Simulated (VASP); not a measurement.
# Al2InN3 (P1) in VASP: single point with r2SCAN

Aim: the single point of Al2InN3 with r2SCAN.

Program: VASP 6.6.1. These are calculated values, not measurements. Logs are shortened: lines on timing, memory, paths and dates and some standing lists are left out, and cuts for length are marked.

## (1) The cell of the first run

The typed cell holds 24 atoms: a = 5.621 Å, b = 7.675 Å, c = 7.677 Å, α = 78.81°, β = 68.40°, γ = 68.50°.

## (2) Single point, r2SCAN

File POSCAR:

```
Al2InN3
1.0
   -0.0038350000      5.6208800000     -0.0052020000
    4.8720900000      2.8119250000     -5.2214860000
   -4.8736810000      2.8185930000     -5.2193800000
Al In N
8 4 12
Direct
    0.1526452861      0.1751859842      0.8334324003
    0.6648707967      0.6742460499      0.3324528457
    0.1559036642      0.8285615130      0.1801075228
    0.5774202734      0.0849358560      0.4242315677
    0.0761880693      0.5847939307      0.9212561355
    0.5743229885      0.4296596701      0.0967207393
    0.0921191165      0.9128627681      0.5785626848
    0.1716426726      0.5066746010      0.5021577630
    0.6596664069      0.3359235608      0.6729334110
    0.6730527492      0.0001794516      0.0080137289
    0.5721317626      0.7588877733      0.7548691512
    0.0771124391      0.2583633766      0.2521285058
    0.8296812473      0.5077807615      0.1377538544
    0.3237295759      0.0053221044      0.6365989969
    0.8511499083      0.1158326137      0.4859400628
    0.3269057093      0.6349204782      0.0028519669
    0.7724534543      0.8894357473      0.2567545272
    0.2335623325      0.4032918754      0.7377187908
    0.7747989354      0.2496641314      0.9169362510
    0.2820262537      0.7278543645      0.3952684071
    0.9018764531      0.8017183591      0.7987151675
    0.3825819102      0.3171834920      0.3217108284
    0.8013205614      0.5642258358      0.5315818263
    0.2558313395      0.0445813795      0.0469179290
```

File INCAR.step1:

```
SYSTEM = Al2InN3
PREC = Accurate
ENCUT = 520
ISMEAR = 0
SIGMA = 0.02
LREAL = Auto
LASPH = .TRUE.
NELM = 100
NBANDS = 86
GGA = PE
ALGO = Normal
EDIFF = 1E-4
LWAVE = .TRUE.
LCHARG = .FALSE.
```

File INCAR.step2:

```
SYSTEM = Al2InN3
PREC = Accurate
ENCUT = 520
EDIFF = 1E-6
ISMEAR = 0
SIGMA = 0.02
LREAL = Auto
LASPH = .TRUE.
NELM = 100
ALGO = Normal
ISIF = 2
LWAVE = .FALSE.
LCHARG = .FALSE.
METAGGA = R2SCAN
LMIXTAU = .TRUE.
NBANDS = 86
ISTART = 1
```

File KPOINTS:

```
regular mesh
0
G
  5 3 3
  0 0 0
```

Potentials or basis: VASP PAW PBE potentials, release 64 (Al, In_d, N).

The run is started by

```console
$ cat potpaw_PBE.64/Al/POTCAR potpaw_PBE.64/In_d/POTCAR potpaw_PBE.64/N/POTCAR > POTCAR
$ cp INCAR.step1 INCAR
$ mpirun -np 1 vasp_std > vasp.out
$ cp INCAR.step2 INCAR
$ mpirun -np 1 vasp_std > vasp.out
```

OUTCAR:

```text
SYSTEM = Al2InN3
   PREC = Accurate
   ENCUT = 520
   EDIFF = 1E-6
   ISMEAR = 0
   LREAL = Auto
   LASPH = .TRUE.
   NELM = 100
   ISIF = 2
   METAGGA = R2SCAN
   ISTART = 1

 ion  position               nearest neighbor table
   1  0.153  0.175  0.833-  19 1.87  18 1.91  24 1.91  14 1.92   9 3.18   5 3.18   4 3.19  10 3.19
                            11 3.21   8 3.23   6 3.24  12 3.24   7 3.24   9 3.25  10 3.39
   2  0.665  0.674  0.332-  23 1.88  17 1.88  13 1.89  20 1.92   6 3.12   7 3.14   3 3.14  10 3.17
                             5 3.18   4 3.19  12 3.20   8 3.22   3 3.22  11 3.25   8 3.30   9 3.31
   3  0.156  0.829  0.180-  17 1.91  24 1.93  16 1.94  20 1.95   6 3.11   7 3.11   8 3.14   2 3.14
                            10 3.19   4 3.20   5 3.22   2 3.22  11 3.25  12 3.29  10 3.35
   4  0.577  0.085  0.424-  15 1.87  14 1.90  17 1.90  22 1.91   2 3.19   1 3.19  10 3.20   3 3.20
                            11 3.20   7 3.20   9 3.21   8 3.22   7 3.26  12 3.28  12 3.28   6 3.28
   5  0.076  0.585  0.921-  21 1.87  13 1.89  18 1.91  16 1.92   2 3.18   1 3.18  10 3.19   6 3.20
                             8 3.20   9 3.20  12 3.20   3 3.22  11 3.26  11 3.27   7 3.27   6 3.28
   6  0.574  0.430  0.097-  19 1.88  13 1.89  22 1.90  16 1.90   3 3.11   8 3.12   2 3.12   5 3.20
                            12 3.21   1 3.24  12 3.25  11 3.27   4 3.28   5 3.28   9 3.29  10 3.30
   7  0.092  0.913  0.579-  15 1.87  21 1.87  14 1.90  20 1.92   3 3.11   8 3.12   2 3.14  11 3.20
                             4 3.20   1 3.24   4 3.26   5 3.27  12 3.28  11 3.28   9 3.29  10 3.29
   8  0.172  0.507  0.502-  23 1.90  18 1.93  22 1.94  20 1.95   6 3.12   7 3.12   3 3.14   5 3.20
                             9 3.21   2 3.22   4 3.22   1 3.23  12 3.24  11 3.28   2 3.30   9 3.32
   9  0.660  0.336  0.673-  19 2.11  23 2.13  15 2.13  18 2.14   1 3.18   5 3.20   4 3.21   8 3.21
                            12 3.23   1 3.25  11 3.25  10 3.27   7 3.29   6 3.29   2 3.31   8 3.32
  10  0.673  0.000  0.008-  19 2.11  17 2.12  21 2.13  24 2.15   2 3.17   5 3.19   1 3.19   3 3.19
                             4 3.20  11 3.24  12 3.26   9 3.27   7 3.29   6 3.30   3 3.35   1 3.39
  11  0.572  0.759  0.755-  21 2.15  14 2.16  16 2.18  23 2.19   7 3.20   4 3.20   1 3.21  10 3.24
                             2 3.25   3 3.25   9 3.25   5 3.26   5 3.27   6 3.27   8 3.28   7 3.28
  12  0.077  0.258  0.252-  15 2.15  13 2.16  22 2.19  24 2.19   2 3.20   5 3.20   6 3.21   9 3.23
                             8 3.24   1 3.24   6 3.25  10 3.26   4 3.28   7 3.28   4 3.28   3 3.29
  13  0.830  0.508  0.138-   5 1.89   6 1.89   2 1.89  12 2.16
  14  0.324  0.005  0.637-   4 1.90   7 1.90   1 1.92  11 2.16
  15  0.851  0.116  0.486-   4 1.87   7 1.87   9 2.13  12 2.15
  16  0.327  0.635  0.003-   6 1.90   5 1.92   3 1.94  11 2.18
  17  0.772  0.889  0.257-   2 1.88   4 1.90   3 1.91  10 2.12
  18  0.234  0.403  0.738-   5 1.91   1 1.91   8 1.93   9 2.14
  19  0.775  0.250  0.917-   1 1.87   6 1.88   9 2.11  10 2.11
  20  0.282  0.728  0.395-   7 1.92   2 1.92   3 1.95   8 1.95
  21  0.902  0.802  0.799-   5 1.87   7 1.87  10 2.13  11 2.15
  22  0.383  0.317  0.322-   6 1.90   4 1.91   8 1.94  12 2.19
  23  0.801  0.564  0.532-   2 1.88   8 1.90   9 2.13  11 2.19
  24  0.256  0.045  0.047-   1 1.91   3 1.93  10 2.15  12 2.19

  LATTYP: Found a triclinic cell.
 ALAT       =    11.0594359677
 B/A-ratio  =     1.3461937302
 C/A-ratio  =     0.9435986358
 COS(alpha) =     0.0011142646
 COS(beta)  =     0.4730191696
 COS(gamma) =     0.8657324888

  Lattice vectors:

 A1 = (   4.8775160000,  -8.4394730000,   5.2245820000)
 A2 = (   9.7534410000, -11.2484280000,   0.0082980000)
 A3 = (  -0.0022440000,  -0.0096380000,  10.4356640000)

Analysis of symmetry for initial positions (statically):
=====================================================================
 Subroutine PRICEL returns:
 Original cell was already a primitive cell.

 Routine SETGRP: Setting up the symmetry group for a
 triclinic supercell.

 Subroutine GETGRP returns: Found  1 space group operations
 (whereof  1 operations were pure point group operations)
 out of a pool of  2 trial point group operations.

The static configuration has the point symmetry C_1 .

Analysis of symmetry for dynamics (positions and initial velocities):
=====================================================================
 Subroutine PRICEL returns:
 Original cell was already a primitive cell.

 Routine SETGRP: Setting up the symmetry group for a
 triclinic supercell.

 Subroutine GETGRP returns: Found  1 space group operations
 (whereof  1 operations were pure point group operations)
 out of a pool of  2 trial point group operations.

The dynamic configuration has the point symmetry C_1 .

 Subroutine INISYM returns: Found  1 space group operations
 (whereof  1 operations are pure point group operations),
 and found     1 'primitive' translations

----------------------------------------------------------------------------------------

                                     Primitive cell

  volume of cell :     285.8315

  direct lattice vectors                    reciprocal lattice vectors
    -0.003835000  5.620880000 -0.005202000     0.000142527  0.177997019  0.095989662
     4.872090000  2.811925000 -5.221486000     0.102587893 -0.000018670 -0.095803197
[... 57 lines left out ...]

----------------------------------------------------------------------------------------

 KPOINTS: regular mesh

Automatic generation of k-mesh.
 Grid dimensions read from file:
 generate k-points for:    5    3    3

 Generating k-lattice:

  Cartesian coordinates                     Fractional coordinates (reciprocal lattice)
     0.000028505  0.035599404  0.019197932     0.200000000  0.000000000  0.000000000
     0.034195964 -0.000006223 -0.031934399    -0.000000000  0.333333333 -0.000000000
    -0.034209810 -0.000052909 -0.031949151    -0.000000000  0.000000000  0.333333333

  Length of vectors
     0.040446001  0.046788565  0.046808783

  Shift w.r.t. Gamma in fractional coordinates (k-lattice)
     0.000000000  0.000000000  0.000000000

 Subroutine IBZKPT returns following result:
 ===========================================

 Found     23 irreducible k-points:

 Following reciprocal coordinates:
            Coordinates               Weight
  0.000000  0.000000  0.000000      1.000000
  0.200000 -0.000000  0.000000      2.000000
  0.400000 -0.000000  0.000000      2.000000
  0.000000  0.333333  0.000000      2.000000
  0.200000  0.333333  0.000000      2.000000
  0.400000  0.333333 -0.000000      2.000000
[... 15 lines left out ...]
 -0.400000 -0.333333  0.333333      2.000000
 -0.200000 -0.333333  0.333333      2.000000
   k-points           NKPTS =     23   k-points in BZ     NKDIM =     23   number of bands    NBANDS=     86
   number of dos      NEDOS =    301   number of ions     NIONS =     24
   total plane-waves  NPLWV = 151200
   dimension x,y,z NGX =    42 NGY =   60 NGZ =   60
   dimension x,y,z NGXF=    84 NGYF=  120 NGZF=  120
   ions per type =               8   4  12
   NGX,Y,Z   is equivalent  to a cutoff of  12.42, 13.00, 12.99 a.u.
   NGXF,Y,Z  is equivalent  to a cutoff of  24.84, 25.99, 25.99 a.u.
 SYSTEM =  Al2InN3
   PREC   = accura    normal or accurate (medium, high low for compatibility)
   ISTART =      1    job   : 0-new  1-cont  2-samecut
   ICHARG =      0    charge: 1-file 2-atom 10-const
   ISPIN  =      1    spin polarized calculation?
   LNONCOLLINEAR =      F non collinear calculations
   LSORBIT =      F    spin-orbit coupling
   LASPH  =      T    aspherical Exc in radial PAW
   ENCUT  =  520.0 eV  38.22 Ry    6.18 a.u.  10.45 14.27 14.27*2*pi/ulx,y,z
   NELM   =    100;   NELMIN=  2; NELMDL=  0     # of ELM steps
   EDIFF  = 0.1E-05   stopping-criterion for ELM
   LREAL  =      T    real-space projection
   EDIFFG = 0.1E-04   stopping-criterion for IOM
   NSW    =      0    number of steps for IOM
   IBRION =     -1    ionic relax: 0-MD 1-quasi-New 2-CG
   NFREE  =      0    steps in history (QN), initial steepest desc. (CG)
   ISIF   =      2    stress and relaxation
   ISYM   =      2    0-nonsym 1-usesym 2-fastsym
   POTIM  = 0.5000    time-step for ionic-motion
   TEBEG  =    0.0;   TEEND  =   0.0 temperature during run
   PSTRESS=    0.0 pullay stress
   NELECT =     136.0000    total number of electrons
   NUPDOWN=      -1.0000    fix difference up-down
   EMIN   =  10.00;   EMAX   =-10.00  energy-range for DOS
   EFERMI =   0.00;   METHOD = LEGACY
   ISMEAR =     0;   SIGMA  =   0.02  broadening in eV -4-tet -1-fermi 0-gaus
   EFERMI_NEDOS =   21; number of points for ismear=-14 and -15
   IALGO  =     38    algorithm
   IMIX   =      4    mixing-type and parameters
     AMIX     =   0.40;   BMIX     =  1.00
     AMIX_MAG =   1.60;   BMIX_MAG =  1.00
  volume/ion in A,a.u.               =      11.91        80.37
  Fermi-wavevector in a.u.,A,eV,Ry     =   1.278060  2.415183 22.224253  1.633437
  Thomas-Fermi vector in A             =   2.410624
   LORBIT       =      0    0 simple, 1 ext, 2 COOP (PROOUT), +10 PAW based schemes
   METAGGA = R2SCAN    functional components
   LHFCALC =     F    Hartree Fock is set to
   AEXX    =    0.0000 exact exchange contribution
   IVDW    =     0    specifies the selected vdW correction
   LEPSILON=     F    determine dielectric tensor
   LRPA    =     F    only Hartree local field effects (RPA)
 non-spin polarized calculation
 Gauss-broadening in eV      SIGMA  =   0.02
  energy-cutoff  :      520.00
  volume of cell :      285.83
 maximum number of plane-waves:      7721
 NGX is ok and might be reduce to    42
   NGX = 21   NGY = 29   NGZ = 29

 number of electron     136.0000001 magnetization

 Free energy of the ion-electron system (eV)
  ---------------------------------------------------
  ext. energy  EPLUGINS =         0.00000000
  ---------------------------------------------------
  free energy    TOTEN  =      -280.75870898 eV

  energy without entropy =     -280.75870898  energy(sigma->0) =     -280.75870898

 E-fermi :   6.3401     XC(G=0): -11.5371

 val. band max:        6.1799587044   @ k =   0.0000   0.0000   0.0000
 cond. band min:       8.8431914368   @ k =   0.0000   0.0000   0.0000
 fundamental gap:      2.6632327324
 Fermi energy:         6.3400977299

 k-point     1 :       0.0000    0.0000    0.0000
  band No.  band energies     occupation
      1      -9.5392      2.00000
      2      -8.9093      2.00000
      3      -8.8263      2.00000
      4      -8.7547      2.00000
      5      -8.6443      2.00000
      6      -8.4990      2.00000
[... 1898 lines left out ...]
     79      13.2111      0.00000
     80      13.4126      0.00000
 [bands above 80 left out]

------------------------ aborting loop because EDIFF is reached ----------------------------------------

  FORCE on cell =-STRESS in cart. coord.  units (eV):
  Direction    XX          YY          ZZ          XY          YZ          ZX
  --------------------------------------------------------------------------------------
  -------------------------------------------------------------------------------------
  Total       -0.0901082     -0.0530059     -0.0138235     -0.0001771     -0.0259006     -0.0135082
  in kB       -0.5050852     -0.2971150     -0.0774854     -0.0009928     -0.1451812     -0.0757176
  external PRESSURE =      -0.2932286 kB  Pullay stress =       0.0000000 kB

 VOLUME and BASIS-vectors are now :
 -----------------------------------------------------------------------------
  energy-cutoff  :      520.00
  volume of cell :      285.83
      direct lattice vectors                 reciprocal lattice vectors
    -0.003835000  5.620880000 -0.005202000     0.000142527  0.177997019  0.095989662
     4.872090000  2.811925000 -5.221486000     0.102587893 -0.000018670 -0.095803197
    -4.873681000  2.818593000 -5.219380000    -0.102629429 -0.000158726 -0.095847454

 POSITION                                       TOTAL-FORCE (eV/Angst)
 -----------------------------------------------------------------------------------
     -3.20895      3.69972     -5.26553         0.002247      0.000268      0.003538
      1.66217      6.57014     -5.25922         0.001453      0.005932     -0.004468
      3.15844      3.71382     -5.26718        -0.001544     -0.004160     -0.002118
     -1.65597      4.68018     -2.66072        -0.004937      0.000571      0.005785
     -1.64103      4.66929     -7.86228         0.005417     -0.002161     -0.002921
      1.61975      4.70899     -2.75127         0.000323      0.002532     -0.004854
[... 16 lines left out ...]
      0.15513      7.58900     -5.72479         0.040412      0.016129      0.028704
     -0.01244      1.69560     -0.47899         0.004133     -0.039266      0.031676
 -----------------------------------------------------------------------------------
    total drift:                               -0.024542     -0.018058      0.013656

  FREE ENERGIE OF THE ION-ELECTRON SYSTEM (eV)
  ---------------------------------------------------
  free  energy   TOTEN  =      -280.7587089791 eV

  energy  without entropy=     -280.7587089791  energy(sigma->0) =     -280.75870898
```

It took 1.5 h on 1 thread of Oxide Virtual Turin-like, shared host; peak memory 0.62 GiB.

What came out:

* Free energy: -280.7587 eV
* Pressure: 0.0 GPa
* Largest force: 0.054 eV/Å
* Band gap on the k mesh: 2.66 eV

Forces on the atoms (eV/Å):
```
Al   0.002  0.000  0.004
Al   0.001  0.006 -0.004
Al  -0.002 -0.004 -0.002
Al  -0.005  0.001  0.006
Al   0.005 -0.002 -0.003
Al   0.000  0.003 -0.005
Al   0.001 -0.002 -0.002
Al   0.002  0.000  0.000
In   0.001 -0.002 -0.002
In   0.005  0.004  0.005
In  -0.019 -0.002  0.004
In  -0.005 -0.010  0.007
N    0.036 -0.019 -0.013
N    0.036 -0.018 -0.018
N   -0.040 -0.020  0.029
N   -0.033 -0.018 -0.009
N   -0.035  0.015 -0.019
N   -0.001 -0.037 -0.016
N    0.003  0.038 -0.039
N   -0.001  0.005 -0.001
N    0.003  0.045  0.031
N    0.000  0.040 -0.011
N    0.040  0.016  0.029
N    0.004 -0.039  0.032
```

Levels at points of the mesh, in eV from the valence-band top:
```csv
k point,band 65,band 66,band 67,band 68,band 69,band 70,band 71,band 72
"(0.00, 0.00, 0.00)",-0.60,-0.16,-0.07,0.00,2.66,4.83,5.12,5.39
```

Caveat: the PAW data sets were made with another functional, which shifts forces and pressure a little; spin-orbit coupling is left out, which moves the levels of the heavy elements.
